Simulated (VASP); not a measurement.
Write the native input for VASP 6.6.1 that does the following.

| Item | Value |
| --- | --- |
| Task | relaxation of cell and atoms |
| Functional | PBE |
| Dispersion | D3(BJ) |
| Potentials or basis | VASP PAW PBE potentials, release 64 (Al) |
| Cutoff | 600 eV |
| k mesh | 16 × 16 × 16 |
| Occupations | fermi-dirac, width 0.1 eV |
| Spin | no spin polarisation |
| Dipole correction | no |
| Further INCAR settings | ALGO = Normal; EDIFF = 1e-06; IBRION = 2; EDIFFG = -0.005; NSW = 80; ISIF = 3 |

The structure of Al lies in POSCAR:

```
Al
1.0
    0.0000000000      2.0248050000      2.0248050000
    2.0248050000      0.0000000000      2.0248050000
    2.0248050000      2.0248050000      0.0000000000
Al
1
Direct
    0.0000000000      0.0000000000      0.0000000000
```

These files were run (other wordings do the same):

INCAR

```
SYSTEM = Al
PREC     = Accurate       ! precision mode
ENCUT    = 600            ! plane-wave cutoff, eV
EDIFF    = 1E-6           ! SCF threshold, eV
ISMEAR   = -1             ! smearing method
SIGMA    = 0.1            ! smearing width, eV
LREAL    = .False.        ! projectors in reciprocal space
LASPH    = .True.         ! aspherical terms in the spheres
NELM     = 60             ! most SCF steps
ALGO     = Normal         ! electronic algorithm
ISIF     = 3              ! what is computed and relaxed
LWAVE    = .False.        ! write WAVECAR
LCHARG   = .False.        ! write CHGCAR
GGA      = PE             ! functional
IVDW     = 12             ! dispersion correction
IBRION   = 2              ! ionic algorithm
NSW      = 80             ! ionic steps
EDIFFG   = -0.005         ! ionic threshold
```

KPOINTS

```
Automatic mesh
0
Gamma
  16 16 16
  0 0 0
```

Potentials or basis: VASP PAW PBE potentials, release 64 (Al).

Command:

```bash
$ cat potpaw_PBE.64/Al/POTCAR > POTCAR
$ mpirun -np 1 vasp_std > vasp.out
```

Results of the run:

```yaml
Relaxed_volume: 15.79 Å³/atom
Relaxed_cell: a = 2.816 Å, b = 2.816 Å, c = 2.816 Å, α = 60.00°, β = 60.00°, γ = 60.00°
Space_group_after_relaxing_to_0.05_Å: Fm-3m (No. 225)
Energy_gained_by_relaxing: 10.2 meV/atom
Ionic_steps: 3
Pressure_after_relaxing: 0.0 GPa
Dispersion_energy_per_atom: -0.352 eV
```

Caveat: pairwise dispersion overbinds metals, which lowers pressure and volume.

It took 12 s on 1 thread of Intel(R) Xeon(R) Platinum 8259CL CPU @ 2.50GHz (Skylake/Cascade Lake) (shared host), peak memory 0.15 GiB.
